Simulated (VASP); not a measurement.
Here is a VASP 6.6.1 calculation.

The input INCAR:

```
SYSTEM = TiSi16
ALGO = Normal
EDIFF = 1E-7
EDIFFG = -0.03
ENCUT = 450
GGA = PE
GGA_COMPAT = .False.
IBRION = 2
ISIF = 2
ISMEAR = 0
LASPH = .True.
LCHARG = .False.
LREAL = .False.
LWAVE = .False.
NELM = 120
NELMIN = 4
NSW = 80
PREC = Accurate
SIGMA = 0.02
```

Contents of KPOINTS:

```
k-points
0
Gamma
  2 2 2
  0 0 0
```

The input POSCAR:

```
TiSi16
1.0
    0.0000000000      5.4300000000      5.4300000000
    5.4300000000      0.0000000000      5.4300000000
    5.4300000000      5.4300000000      0.0000000000
Si Ti
16 1
Direct
    0.0000000000      0.0000000000      0.0000000000
    0.1250000000      0.1250000000      0.1250000000
    0.0000000000      0.0000000000      0.5000000000
    0.1250000000      0.1250000000      0.6250000000
    0.0000000000      0.5000000000      0.0000000000
    0.1250000000      0.6250000000      0.1250000000
    0.0000000000      0.5000000000      0.5000000000
    0.1250000000      0.6250000000      0.6250000000
    0.5000000000      0.0000000000      0.0000000000
    0.6250000000      0.1250000000      0.1250000000
    0.5000000000      0.0000000000      0.5000000000
    0.6250000000      0.1250000000      0.6250000000
    0.5000000000      0.5000000000      0.0000000000
    0.6250000000      0.6250000000      0.1250000000
    0.5000000000      0.5000000000      0.5000000000
    0.6250000000      0.6250000000      0.6250000000
    0.7461504600      0.7546316900      0.7511163000
```

Potentials or basis: VASP PAW PBE potentials, release 64 (Si, Ti_sv).

The run is started by

```bash
$ cat potpaw_PBE.64/Si/POTCAR potpaw_PBE.64/Ti_sv/POTCAR > POTCAR
$ mpirun -np 1 vasp_std > vasp.out
```

Q: Estimate the band gap on the k mesh.

A: Zero (band 38 reaches 6.96 eV, above the bottom of band 39 at 6.53 eV).

Q: Predict the energy gained by relaxing.

A: 23.3 meV/atom.

The path:
```csv
step,energy change (eV),largest force (eV/Å),pressure (GPa)
1,0.0000,2.0540,4.93
2,-0.3895,0.4086,3.98
3,-0.3906,0.2848,4.00
4,-0.3958,0.1308,4.00
5,-0.3959,0.0985,4.00
6,-0.3969,0.0159,4.01
```

Caveat: the k points lie up to 0.50 Å⁻¹ apart.
